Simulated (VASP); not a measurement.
Set up this calculation in VASP 6.6.1, as the native input.

```yaml
Task: single point
Functional: PBEsol
Potentials_or_basis: VASP PAW PBE potentials, release 64 (Sn_d, Se)
Cutoff: 520 eV
k_mesh: 9 × 9 × 9
Occupations: fermi-dirac, width 0.02 eV
Spin: no spin polarisation
Dipole_correction: no
Further_INCAR_settings: ALGO = Normal; EDIFF = 1e-06; NBANDS = 17
```

The structure of SnSe lies in POSCAR:

```
SnSe
1.0
    0.0000000000      3.0100000000      3.0100000000
    3.0100000000      0.0000000000      3.0100000000
    3.0100000000      3.0100000000      0.0000000000
Sn Se
1 1
Direct
    0.0000000000      0.0000000000      0.0000000000
    0.5000000000      0.5000000000      0.5000000000
```

These files were run (other wordings do the same):

INCAR

```
SYSTEM = SnSe
PREC = Accurate
ENCUT = 520
EDIFF = 1E-6
ISMEAR = -1
SIGMA = 0.02
LREAL = .False.
LASPH = .True.
NELM = 60
ALGO = Normal
ISIF = 2
LWAVE = .False.
LCHARG = .True.
GGA = PS
LELF = .True.
LVHAR = .True.
NBANDS = 17
```

KPOINTS

```
Automatic mesh
0
Gamma
  9 9 9
  0 0 0
```

Potentials or basis: VASP PAW PBE potentials, release 64 (Sn_d, Se).

Command:

```console
$ cat potpaw_PBE.64/Sn_d/POTCAR potpaw_PBE.64/Se/POTCAR > POTCAR
$ mpirun -np 1 vasp_std > vasp.out
```

Results of the run:

- Pressure: -1.8 GPa

Caveat: the PAW data sets were made with another functional, which shifts forces and pressure a little.

Run time: 15 s on 1 thread of Intel(R) Xeon(R) 6975P-C (Granite Rapids) (shared host), peak memory 0.19 GiB.
